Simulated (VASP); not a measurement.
Runs of VASP 6.6.1 on ErBe3Pd. The structure is that of space group Pm-3m (No. 221), or close to it. The cells are those of the table. The cell was built from a structure type or drawn by symmetry, and may not be a known phase.

```csv
task,spin,cell,k mesh,gap on the mesh (eV),pressure (GPa),relaxed volume (Å³/atom)
single point,collinear,"a = 4.750 Å, 5 atoms",4 × 4 × 4,none,0.6,-
relaxation of cell and atoms,off,"relaxed from a = 3.900 Å, 5 atoms",4 × 4 × 4,none,-0.2,22.18
single point,off,"a = 3.900 Å, 5 atoms",4 × 4 × 4,none,42.4,-
single point,off,"a = 4.750 Å, 5 atoms",4 × 4 × 4,none,0.6,-
relaxation of cell and atoms,off,"relaxed from a = 4.750 Å, 5 atoms",8 × 8 × 8,none,0.0,(a)
```

Alike in all rows: level PBE; potentials or basis VASP PAW PBE potentials, release 64 (Er_3, Be, Pd), 4f in core; cutoff (eV) 600; smearing gaussian 0.1 eV.

Task: Estimate the missing entries.

Result: (a) 22.21.

Caveats: some runs use coarse meshes; spin-orbit coupling is left out, which moves the levels of the heavy elements; the 4f electrons are frozen in the core, so they carry no moment and show no levels; the magnetic or orbital state may not be the lowest (at least some runs); the electronic state changed during the relaxation (at least some runs); the volume moved by over 15 % at a fixed basis, so the end points are rough (at least some runs).

A k mesh can miss the band edges, and the runs leave out spin-orbit coupling on Er, Pd.

A gap of «none» marks levels without a gap at the run's occupations.
